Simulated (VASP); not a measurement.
Wanted: the native input for a VASP 6.6.1 run.

* Task: single point
* Functional: PBE
* Potentials or basis: VASP PAW PBE potentials, release 64 (Pb_d, S)
* Cutoff: 500 eV
* k mesh: 12 × 12 × 12
* Occupations: gaussian, width 0.03 eV
* Spin: no spin polarisation
* Dipole correction: no
* Further INCAR settings: ALGO = Normal; EDIFF = 1e-06; NBANDS = 17

The structure of PbS (rock salt) lies in POSCAR:

```
PbS
1.0
    0.0000000000      2.9580735044      2.9580735044
    2.9580735044      0.0000000000      2.9580735044
    2.9580735044      2.9580735044      0.0000000000
Pb S
1 1
Direct
    0.0000000000      0.0000000000      0.0000000000
    0.5000000000      0.5000000000      0.5000000000
```

This cell differs from its parent crystal: volume scaled by 0.99.

The input as run:

INCAR

```
SYSTEM = PbS
ALGO = Normal
EDIFF = 1E-6
ENCUT = 500
GGA = PE
GGA_COMPAT = .False.
ISIF = 2
ISMEAR = 0
LASPH = .True.
LCHARG = .True.
LELF = .True.
LREAL = .False.
LVHAR = .True.
LWAVE = .False.
NBANDS = 17
NELM = 120
PREC = Accurate
SIGMA = 0.03
```

KPOINTS

```
k-points
0
Gamma
  12 12 12
  0 0 0
```

Potentials or basis: VASP PAW PBE potentials, release 64 (Pb_d, S).

Launch:

```console
$ cat potpaw_PBE.64/Pb_d/POTCAR potpaw_PBE.64/S/POTCAR > POTCAR
$ mpirun -np 1 vasp_std > vasp.out
```

It gave:

```json
{"Pressure": "2.6 GPa", "Band gap on the k mesh": "0.33 eV, direct"}
```

Caveat: spin-orbit coupling is left out, which moves the levels of the heavy elements.

Run time: 110 s on 1 thread of AMD EPYC 7R13 (shared host), peak memory 0.18 GiB.
